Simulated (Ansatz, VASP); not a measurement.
# One calculation of As, two programs

```
CELL_PARAMETERS angstrom
2.93824 0.00000 0.00000
-1.46912 2.54459 0.00000
0.00000 0.00000 11.13222
ATOMIC_POSITIONS crystal
As 0.00000 0.00000 0.00000
As 0.00000 0.00000 0.50000
As 0.33333 0.66667 0.25000
As 0.66667 0.33333 0.75000
```

Alike in both runs: task single point; functional BLYP; k mesh 14 × 14 × 4; occupations fermi-dirac, width 0.1 eV; no spin polarisation.

|  | VASP | Ansatz |
| --- | --- | --- |
| version | VASP 6.6.1 | Ansatz 0.2.0 |
| potentials or method | VASP PAW PBE potentials, release 64 (As), cutoff 520 eV | plane waves (420 eV) with PAW, scalar-relativistic |
| valence electrons in the cell | 20 | 60 |

Ansatz gave:

```
pressure (GPa)                                                : 2.7
traceless stress, the component that is largest in VASP (GPa) : -1.02
```

Question: Which values does VASP return?

Answer: Pressure (GPa): 3.0; traceless stress, the component that is largest in VASP (GPa): -1.09.

VASP's potentials were made for PBE, not for BLYP. VASP's potentials hold 20 valence electrons a cell and Ansatz's 60, so a difference there can come from the potentials and not from the codes.
